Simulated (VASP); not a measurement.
# CoSi2 (Fm-3m) in VASP: a series of runs

Runs on CoSi2. Level: PBE. Tasks: single point.

Program: VASP 6.6.1. These are calculated values, not measurements. Logs are shortened: lines on timing, memory, paths and dates and some standing lists are left out, and cuts for length are marked.

**1. The cell of the first run**

The structure is cubic, space group Fm-3m (No. 225). The conventional cell has a = 5.356 Å, b = 5.356 Å, c = 5.356 Å, α = 90.00°, β = 90.00°, γ = 90.00°. Co (site symmetry m-3m) has 8 Si at 2.32 Å within 3.1 Å. Within 3.1 Å of Si (site symmetry -43m) lie 4 Co at 2.32 Å and 6 Si at 2.68 Å.

**2. Single point, PBE, collinear spin, ferromagnetic start**

INCAR reads:

```
SYSTEM = CoSi2
  PREC = Accurate
  ENCUT = 600
  EDIFF = 1E-6
  ISMEAR = 0
  SIGMA = 0.1
  LREAL = .False.
  LASPH = .True.
  NELM = 200
  ALGO = Normal
  ISIF = 2
  LWAVE = .False.
  LCHARG = .False.
  ISPIN = 2
  MAGMOM = 1.5 0 0
  LORBIT = 11
  LMAXMIX = 4
  GGA = PE
  NBANDS = 20
  GGA_COMPAT = .False.
```

KPOINTS reads:

```
regular mesh
0
Gamma
  6 6 6
  0 0 0
```

POSCAR reads:

```
CoSi2
1.0
    0.0000000000      2.6780000000      2.6780000000
    2.6780000000      0.0000000000      2.6780000000
    2.6780000000      2.6780000000      0.0000000000
Co Si
1 2
Direct
    0.0000000000      0.0000000000      0.0000000000
    0.2500000000      0.2500000000      0.2500000000
    0.7500000000      0.7500000000      0.7500000000
```

Potentials or basis: VASP PAW PBE potentials, release 64 (Co, Si).

Command:

```sh
$ cat potpaw_PBE.64/Co/POTCAR potpaw_PBE.64/Si/POTCAR > POTCAR
$ mpirun -np 1 vasp_std > vasp.out
```

OUTCAR:

```text
SYSTEM = CoSi2
   PREC = Accurate
   ENCUT = 600
   EDIFF = 1E-6
   ISMEAR = 0
   LREAL = .False.
   LASPH = .True.
   NELM = 200
   ISIF = 2
   ISPIN = 2
   LORBIT = 11
   GGA = PE

 ion  position               nearest neighbor table
   1  0.000  0.000  0.000-   3 2.32   2 2.32   3 2.32   2 2.32   3 2.32   3 2.32   2 2.32   2 2.32

   2  0.250  0.250  0.250-   1 2.32   1 2.32   1 2.32   1 2.32   3 2.68   3 2.68   3 2.68   3 2.68
                             3 2.68   3 2.68
   3  0.750  0.750  0.750-   1 2.32   1 2.32   1 2.32   1 2.32   2 2.68   2 2.68   2 2.68   2 2.68
                             2 2.68   2 2.68

  LATTYP: Found a face centered cubic cell.
 ALAT       =     5.3560000000

  Lattice vectors:

 A1 = (   0.0000000000,   2.6780000000,   2.6780000000)
 A2 = (   2.6780000000,   0.0000000000,   2.6780000000)
 A3 = (   2.6780000000,   2.6780000000,   0.0000000000)

Analysis of symmetry for initial positions (statically):
=====================================================================
 Subroutine PRICEL returns:
 Original cell was already a primitive cell.

 Routine SETGRP: Setting up the symmetry group for a
 face centered cubic supercell.

 Subroutine GETGRP returns: Found 48 space group operations
 (whereof 48 operations were pure point group operations)
 out of a pool of 48 trial point group operations.

The static configuration has the point symmetry O_h .

Analysis of symmetry for dynamics (positions and initial velocities):
=====================================================================
 Subroutine PRICEL returns:
 Original cell was already a primitive cell.

 Routine SETGRP: Setting up the symmetry group for a
 face centered cubic supercell.

 Subroutine GETGRP returns: Found 48 space group operations
 (whereof 48 operations were pure point group operations)
 out of a pool of 48 trial point group operations.

The dynamic configuration has the point symmetry O_h .

Analysis of structural, dynamic, and magnetic symmetry:
=====================================================================
 Subroutine PRICEL returns:
 Original cell was already a primitive cell.

 Routine SETGRP: Setting up the symmetry group for a
 face centered cubic supercell.

 Subroutine GETGRP returns: Found 48 space group operations
 (whereof 48 operations were pure point group operations)
 out of a pool of 48 trial point group operations.

The overall configuration has the point symmetry O_h .

 Subroutine INISYM returns: Found 48 space group operations
 (whereof 48 operations are pure point group operations),
 and found     1 'primitive' translations

----------------------------------------------------------------------------------------

                                     Primitive cell

  volume of cell :      38.4115

  direct lattice vectors                    reciprocal lattice vectors
     0.000000000  2.678000000  2.678000000    -0.186706497  0.186706497  0.186706497
     2.678000000  0.000000000  2.678000000     0.186706497 -0.186706497  0.186706497
     2.678000000  2.678000000  0.000000000     0.186706497  0.186706497 -0.186706497

  length of vectors
     3.787263920  3.787263920  3.787263920     0.323385140  0.323385140  0.323385140

  position of ions in fractional coordinates (direct lattice)
     0.000000000  0.000000000  0.000000000
     0.250000000  0.250000000  0.250000000
     0.750000000  0.750000000  0.750000000

  ion indices of the primitive-cell ions
   primitive index   ion index
                 1           1
                 2           2
                 3           3

----------------------------------------------------------------------------------------

 KPOINTS: regular mesh

Automatic generation of k-mesh.
 Grid dimensions read from file:
 generate k-points for:    6    6    6

 Generating k-lattice:

  Cartesian coordinates                     Fractional coordinates (reciprocal lattice)
    -0.031117750  0.031117750  0.031117750     0.166666667  0.000000000  0.000000000
     0.031117750 -0.031117750  0.031117750     0.000000000  0.166666667  0.000000000
     0.031117750  0.031117750 -0.031117750     0.000000000  0.000000000  0.166666667

  Length of vectors
     0.053897523  0.053897523  0.053897523

  Shift w.r.t. Gamma in fractional coordinates (k-lattice)
     0.000000000  0.000000000  0.000000000

 Subroutine IBZKPT returns following result:
 ===========================================

 Found     16 irreducible k-points:

 Following reciprocal coordinates:
            Coordinates               Weight
  0.000000  0.000000  0.000000      1.000000
  0.166667  0.000000  0.000000      8.000000
  0.333333  0.000000  0.000000      8.000000
  0.500000  0.000000  0.000000      4.000000
  0.166667  0.166667  0.000000      6.000000
  0.333333  0.166667  0.000000     24.000000
[... 8 lines left out ...]
 -0.333333  0.333333  0.166667     24.000000
 -0.333333  0.500000  0.166667     12.000000
   k-points           NKPTS =     16   k-points in BZ     NKDIM =     16   number of bands    NBANDS=     20
   number of dos      NEDOS =    301   number of ions     NIONS =      3
   total plane-waves  NPLWV =  27000
   dimension x,y,z NGX =    30 NGY =   30 NGZ =   30
   dimension x,y,z NGXF=    60 NGYF=   60 NGZF=   60
   ions per type =               1   2
   NGX,Y,Z   is equivalent  to a cutoff of  13.17, 13.17, 13.17 a.u.
   NGXF,Y,Z  is equivalent  to a cutoff of  26.34, 26.34, 26.34 a.u.
 SYSTEM =  CoSi2
   PREC   = accura    normal or accurate (medium, high low for compatibility)
   ISTART =      0    job   : 0-new  1-cont  2-samecut
   ICHARG =      2    charge: 1-file 2-atom 10-const
   ISPIN  =      2    spin polarized calculation?
   LNONCOLLINEAR =      F non collinear calculations
   LSORBIT =      F    spin-orbit coupling
   LASPH  =      T    aspherical Exc in radial PAW
   ENCUT  =  600.0 eV  44.10 Ry    6.64 a.u.   7.56  7.56  7.56*2*pi/ulx,y,z
   NELM   =    200;   NELMIN=  2; NELMDL= -5     # of ELM steps
   EDIFF  = 0.1E-05   stopping-criterion for ELM
   LREAL  =      F    real-space projection
   EDIFFG = 0.1E-04   stopping-criterion for IOM
   NSW    =      0    number of steps for IOM
   IBRION =     -1    ionic relax: 0-MD 1-quasi-New 2-CG
   NFREE  =      0    steps in history (QN), initial steepest desc. (CG)
   ISIF   =      2    stress and relaxation
   ISYM   =      2    0-nonsym 1-usesym 2-fastsym
   POTIM  = 0.5000    time-step for ionic-motion
   TEBEG  =    0.0;   TEEND  =   0.0 temperature during run
   PSTRESS=    0.0 pullay stress
   NELECT =      17.0000    total number of electrons
   NUPDOWN=      -1.0000    fix difference up-down
   EMIN   =  10.00;   EMAX   =-10.00  energy-range for DOS
   EFERMI =   0.00;   METHOD = LEGACY
   ISMEAR =     0;   SIGMA  =   0.10  broadening in eV -4-tet -1-fermi 0-gaus
   EFERMI_NEDOS =   21; number of points for ismear=-14 and -15
   IALGO  =     38    algorithm
   IMIX   =      4    mixing-type and parameters
     AMIX     =   0.40;   BMIX     =  1.00
     AMIX_MAG =   1.60;   BMIX_MAG =  1.00
  volume/ion in A,a.u.               =      12.80        86.40
  Fermi-wavevector in a.u.,A,eV,Ry     =   1.247586  2.357596 21.177078  1.556471
  Thomas-Fermi vector in A             =   2.381712
   LORBIT       =     11    0 simple, 1 ext, 2 COOP (PROOUT), +10 PAW based schemes
   GGA     = PE    functional components
   LHFCALC =     F    Hartree Fock is set to
   AEXX    =    0.0000 exact exchange contribution
   IVDW    =     0    specifies the selected vdW correction
   LEPSILON=     F    determine dielectric tensor
   LRPA    =     F    only Hartree local field effects (RPA)
 spin polarized calculation
 Gauss-broadening in eV      SIGMA  =   0.10
  energy-cutoff  :      600.00
  volume of cell :       38.41
 maximum number of plane-waves:      1303
   NGX = 15   NGY = 15   NGZ = 15

 number of electron      17.0000005 magnetization       0.0001465

 number of electron      17.0000005 magnetization      -0.0006640

 Free energy of the ion-electron system (eV)
  ---------------------------------------------------
  ext. energy  EPLUGINS =         0.00000000
  ---------------------------------------------------
  free energy    TOTEN  =       -19.28999006 eV

  energy without entropy =      -19.28125950  energy(sigma->0) =      -19.28562478

 E-fermi :  10.2223     XC(G=0): -11.7465

 val. band max:        9.8606855949   @ k =  -0.1667   0.1667   0.0000
 cond. band min:      10.2346308818   @ k =  -0.3333   0.1667   0.0000
 fundamental gap:      0.3739452869
 Fermi energy:        10.2222675606

 spin component 1

 k-point     1 :       0.0000    0.0000    0.0000
  band No.  band energies     occupation
      1      -3.0322      1.00000
      2       6.0178      1.00000
      3       6.0178      1.00000
      4       6.0178      1.00000
      5       8.1904      1.00000
      6       8.1904      1.00000
[... 12 lines left out ...]
     19      20.6401      0.00000
     20      25.0434      0.00000

 k-point     2 :       0.1667    0.0000    0.0000
  band No.  band energies     occupation
      1      -2.6123      1.00000
      2       5.0553      1.00000
      3       6.1591      1.00000
      4       6.1591      1.00000
      5       8.0888      1.00000
      6       8.0888      1.00000
[... 12 lines left out ...]
     19      22.4277      0.00000
     20      26.2764      0.00000
[... 280 lines left out ...]
      2       1.5630      1.00000
      3       4.8522      1.00000
      4       5.0735      1.00000
      5       7.3773      1.00000
      6       7.9200      1.00000
[... 12 lines left out ...]
     19      24.3908      0.00000
     20      26.8585      0.00000

 k-point    16 :      -0.3333    0.5000    0.1667
  band No.  band energies     occupation
      1       1.4671      1.00000
      2       2.6380      1.00000
      3       3.4315      1.00000
      4       4.9301      1.00000
      5       7.3614      1.00000
      6       8.0268      1.00000
[... 12 lines left out ...]
     19      24.8819      0.00000
     20      27.0317      0.00000
 Fermi energy:        10.2222675606

 spin component 2

 k-point     1 :       0.0000    0.0000    0.0000
  band No.  band energies     occupation
      1      -3.0323      1.00000
      2       6.0178      1.00000
      3       6.0178      1.00000
      4       6.0178      1.00000
      5       8.1901      1.00000
      6       8.1901      1.00000
[... 12 lines left out ...]
     19      20.6399      0.00000
     20      25.0433      0.00000

 k-point     2 :       0.1667    0.0000    0.0000
  band No.  band energies     occupation
      1      -2.6124      1.00000
      2       5.0553      1.00000
      3       6.1591      1.00000
      4       6.1591      1.00000
      5       8.0885      1.00000
      6       8.0885      1.00000
[... 12 lines left out ...]
     19      22.4275      0.00000
     20      26.2763      0.00000
[... 281 lines left out ...]
      3       4.8522      1.00000
      4       5.0734      1.00000
      5       7.3772      1.00000
      6       7.9198      1.00000
[... 12 lines left out ...]
     19      24.3908      0.00000
     20      26.8585      0.00000

 k-point    16 :      -0.3333    0.5000    0.1667
  band No.  band energies     occupation
      1       1.4671      1.00000
      2       2.6380      1.00000
      3       3.4314      1.00000
      4       4.9300      1.00000
      5       7.3614      1.00000
      6       8.0267      1.00000
[... 12 lines left out ...]
     19      24.8819      0.00000
     20      27.0318      0.00000

------------------------ aborting loop because EDIFF is reached ----------------------------------------

  FORCE on cell =-STRESS in cart. coord.  units (eV):
  Direction    XX          YY          ZZ          XY          YZ          ZX
  --------------------------------------------------------------------------------------
  -------------------------------------------------------------------------------------
  Total        0.0655989      0.0655989      0.0655989     -0.0000000     -0.0000000      0.0000000
  in kB        2.7361843      2.7361843      2.7361843     -0.0000000     -0.0000000      0.0000000
  external PRESSURE =       2.7361843 kB  Pullay stress =       0.0000000 kB

 VOLUME and BASIS-vectors are now :
 -----------------------------------------------------------------------------
  energy-cutoff  :      600.00
  volume of cell :       38.41
      direct lattice vectors                 reciprocal lattice vectors
     0.000000000  2.678000000  2.678000000    -0.186706497  0.186706497  0.186706497
     2.678000000  0.000000000  2.678000000     0.186706497 -0.186706497  0.186706497
     2.678000000  2.678000000  0.000000000     0.186706497  0.186706497 -0.186706497

 POSITION                                       TOTAL-FORCE (eV/Angst)
 -----------------------------------------------------------------------------------
      0.00000      0.00000      0.00000         0.000000      0.000000      0.000000
      1.33900      1.33900      1.33900         0.000000     -0.000000     -0.000000
      4.01700      4.01700      4.01700        -0.000000     -0.000000      0.000000
 -----------------------------------------------------------------------------------
    total drift:                                0.000000     -0.000000     -0.000000

  FREE ENERGIE OF THE ION-ELECTRON SYSTEM (eV)
  ---------------------------------------------------
  free  energy   TOTEN  =       -19.2899900600 eV

  energy  without entropy=      -19.2812594999  energy(sigma->0) =      -19.28562478

 total charge

# of ion       s       p       d       tot
------------------------------------------
    1        0.538   0.719   7.597   8.855
    2        0.717   0.873   0.000   1.590
    3        0.717   0.873   0.000   1.590
--------------------------------------------------
tot          1.973   2.465   7.597  12.035

 magnetization (x)

# of ion       s       p       d       tot
------------------------------------------
    1       -0.000  -0.000  -0.000  -0.000
    2        0.000  -0.000   0.000  -0.000
    3        0.000  -0.000   0.000  -0.000
--------------------------------------------------
tot         -0.000  -0.000  -0.000  -0.000
```

It took 39 s on 1 thread of Intel Xeon 8259CL, shared host; peak memory 0.19 GiB.

What came out:

```
Free energy                                           : -19.2900 eV
Pressure                                              : 0.3 GPa
Net moment                                            : 0.00 μB per cell
Valence electrons inside the program's atomic spheres : Co 8.86; Si 1.59
```

Levels at points of the mesh, in eV from the Fermi level:
Spin up:
```csv
k point,band 7,band 8,band 9,band 10,band 11,band 12
"(0.00, 0.00, 0.00)",0.63,3.28,3.28,3.28,3.32,3.32
"(0.50, 0.00, 0.00)",-1.75,-0.60,-0.60,2.56,3.28,3.28
"(0.50, 0.50, 0.00)",-2.08,-2.04,-1.46,1.45,2.80,8.42
```
Spin down:
```tsv
k point	band 7	band 8	band 9	band 10	band 11	band 12
(0.00, 0.00, 0.00)	0.63	3.28	3.28	3.28	3.32	3.32
(0.50, 0.00, 0.00)	-1.75	-0.60	-0.60	2.56	3.28	3.28
(0.50, 0.50, 0.00)	-2.08	-2.04	-1.46	1.45	2.80	8.42
```

Caveat: the moments typed at the start vanished in this run.

(Continued in part 2 of 2.)
